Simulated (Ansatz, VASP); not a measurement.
# GaN: VASP beside Ansatz

File POSCAR:

```
GaN
1.0
    0.0000000000      2.0732205589      2.1633605832
    2.0732205589      0.0000000000      2.1633605832
    2.0732205589      2.0732205589      0.0000000000
Ga N
1 1
Direct
    0.0000000000      0.0000000000      0.0000000000
    0.7500000000      0.7500000000      0.7500000000
```

File INCAR.step1:

```
PREC = Accurate
ENCUT = 520
ISMEAR = 0
SIGMA = 0.05
LREAL = F
LASPH = T
NELM = 100
NBANDS = 16
GGA = PE
ALGO = Normal
EDIFF = 1E-4
LWAVE = T
LCHARG = F
```

The input INCAR.step2:

```
PREC = Accurate
ENCUT = 520
EDIFF = 1E-7
ISMEAR = 0
SIGMA = 0.05
LREAL = F
LASPH = T
NELM = 100
ALGO = Normal
ISIF = 2
LWAVE = F
LCHARG = T
METAGGA = R2SCAN
LMIXTAU = T
LELF = T
LVHAR = T
NBANDS = 16
ISTART = 1
```

Contents of KPOINTS:

```
Automatic mesh
0
Gamma
  10 10 10
```

Input for Ansatz:

```yaml
crystal:
  lattice:
    - [0.0, 2.0732205589, 2.1633605832]
    - [2.0732205589, 0.0, 2.1633605832]
    - [2.0732205589, 2.0732205589, 0.0]
  atoms:
    - { symbol: Ga, position: [0.0, 0.0, 0.0] }
    - { symbol: "N", position: [0.75, 0.75, 0.75] }
basis:
  ecutwfc: 500
kpoints:
  mp_grid: { grid: [10, 10, 10] }
hamiltonian:
  xc: r2scan
scf:
  occupations: { method: gaussian, width: 0.05 }
output:
  forces: true
  stress: true
  eigenvalues: true
```

Change from the starting cell: strain -0.080 along x and y, -0.040 along z, atoms carried along.

Alike in both runs: task single point; functional r2SCAN; k mesh 10 × 10 × 10; occupations gaussian, width 0.05 eV; no spin polarisation.

|  | VASP | Ansatz |
| --- | --- | --- |
| version | VASP 6.6.1 | Ansatz 0.2.0 |
| potentials or method | VASP PAW PBE potentials, release 64 (Ga_d, N), cutoff 520 eV | scalar-relativistic, plane waves, PAW |
| valence electrons in the cell | 18 | 18 |

|  | VASP | Ansatz | Ansatz less VASP |
| --- | --- | --- | --- |
| gap on the k mesh at the Fermi level (eV) | 3.41 | 3.43 | +0.021 |
| least direct gap on the mesh (eV) | 3.41 | 3.43 | +0.021 |
| pressure (GPa) | 62.5 | 60.5 | -1.99 |
| traceless stress, the component that is largest in VASP (GPa) | -3.01 | -3.09 | -0.075 |

VASP's potentials were made for PBE, not for r2SCAN. Both programs put the cell under a high pressure, so it lies far from rest at this level.

Noted on VASP's run: the cell as given lies far from equilibrium.
